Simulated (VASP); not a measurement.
Wanted: the native input for a VASP 6.6.1 run.

| Quantity | Value |
| --- | --- |
| Task | single point |
| Functional | PBE |
| Potentials or basis | VASP PAW PBE potentials, release 64 (Nb_sv, C) |
| Cutoff | 520 eV |
| k mesh | 4 × 4 × 4 |
| Occupations | gaussian, width 0.1 eV |
| Spin | collinear spin |
| Starting moments | [1.0, 1.0, 1.0, 1.0, 1.0, 1.0, 0.0, 0.0] μB |
| Dipole correction | no |
| Further INCAR settings | ALGO = Normal; EDIFF = 1e-06; NBANDS = 57 |

The structure of Nb3C lies in POSCAR:

```
Nb3C
1.0
    0.0000000000      4.7643136019      4.7643136019
    4.7643136019      0.0000000000      4.7643136019
    4.7643136019      4.7643136019      0.0000000000
Nb C
6 2
Direct
    0.1351065798      0.5946802607      0.1351065798
    0.1351065798      0.1351065798      0.1351065798
    0.5946802607      0.1351065798      0.1351065798
    0.1351065798      0.1351065798      0.5946802607
    0.0000000000      0.0000000000      0.0000000000
    0.5000000000      0.5000000000      0.5000000000
    0.7500000000      0.7500000000      0.7500000000
    0.2500000000      0.2500000000      0.2500000000
```

The cell was generated, and may not be a known phase.

The input as run:

INCAR

```
PREC     = Accurate       # precision mode
ENCUT    = 520            # plane-wave cutoff, eV
EDIFF    = 1E-6           # SCF threshold, eV
ISMEAR   = 0              # smearing method
SIGMA    = 0.1            # smearing width, eV
LREAL    = F              # projectors in reciprocal space
LASPH    = T              # aspherical terms in the spheres
NELM     = 150            # most SCF steps
ALGO     = Normal         # electronic algorithm
ISIF     = 2              # what is computed and relaxed
LWAVE    = F              # write WAVECAR
LCHARG   = F              # write CHGCAR
ISPIN    = 2              # spin polarisation
MAGMOM   = 1 1 1 1 1 1 0 0 # initial moments
LORBIT   = 11             # projections on sites
LMAXMIX  = 4              # l up to which the mixer works
GGA      = PE             # functional
NBANDS   = 57             # bands
```

KPOINTS

```
regular mesh
0
Gamma
  4 4 4
```

Potentials or basis: VASP PAW PBE potentials, release 64 (Nb_sv, C).

Command:

```sh
$ cat potpaw_PBE.64/Nb_sv/POTCAR potpaw_PBE.64/C/POTCAR > POTCAR
$ mpirun -np 1 vasp_std > vasp.out
```

Results of the run:

```
Pressure                                              : 0.4 GPa
Largest force                                         : 0.024 eV/Å
Net moment                                            : -1.00 μB per cell
Site moments                                          : Nb +0.02, -0.04, +0.10 (each value once); C -0.66, +0.00 μB
Valence electrons inside the program's atomic spheres : Nb 10.87, 11.72, 10.30 (each value once); C 1.97, 2.67
```

Wall time 6.5 min on 1 thread of Intel(R) Xeon(R) Platinum 8488C (Sapphire Rapids), on a shared host, peak memory 0.5 GiB.
